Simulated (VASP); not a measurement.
A run of VASP 6.6.1 is set up as follows.

The input POSCAR:

```
CdSe
1.0
    0.0000000000      2.8739580000      2.8739580000
    2.8739580000      0.0000000000      2.8739580000
    2.8739580000      2.8739580000      0.0000000000
Cd Se
1 1
Direct
    0.0000000000      0.0000000000      0.0000000000
    0.5000000000      0.5000000000      0.5000000000
```

Contents of INCAR.step1:

```
SYSTEM = CdSe
  ALGO = Normal
  EDIFF = 1E-4
  ENCUT = 520
  GGA = PE
  ISMEAR = -1
  LASPH = .TRUE.
  LCHARG = .FALSE.
  LREAL = .FALSE.
  LWAVE = .TRUE.
  NBANDS = 16
  NELM = 100
  PREC = Accurate
  SIGMA = 0.05
```

Contents of INCAR.step2:

```
SYSTEM = CdSe
  ALGO = Normal
  EDIFF = 1E-6
  ENCUT = 520
  ISIF = 2
  ISMEAR = -1
  ISTART = 1
  LASPH = .TRUE.
  LCHARG = .FALSE.
  LMIXTAU = .TRUE.
  LREAL = .FALSE.
  LWAVE = .FALSE.
  METAGGA = R2SCAN
  NBANDS = 16
  NELM = 100
  PREC = Accurate
  SIGMA = 0.05
```

KPOINTS

```
k-points
0
G
  8 8 8
  0 0 0
```

Potentials or basis: VASP PAW PBE potentials, release 64 (Cd, Se).

Command:

```sh
$ cat potpaw_PBE.64/Cd/POTCAR potpaw_PBE.64/Se/POTCAR > POTCAR
$ cp INCAR.step1 INCAR
$ mpirun -np 1 vasp_std > vasp.out
$ cp INCAR.step2 INCAR
$ mpirun -np 1 vasp_std > vasp.out
```

Q: What does it give for the pressure?

A: -1.8 GPa.

Caveat: the PAW data sets were made with another functional, which shifts forces and pressure a little.
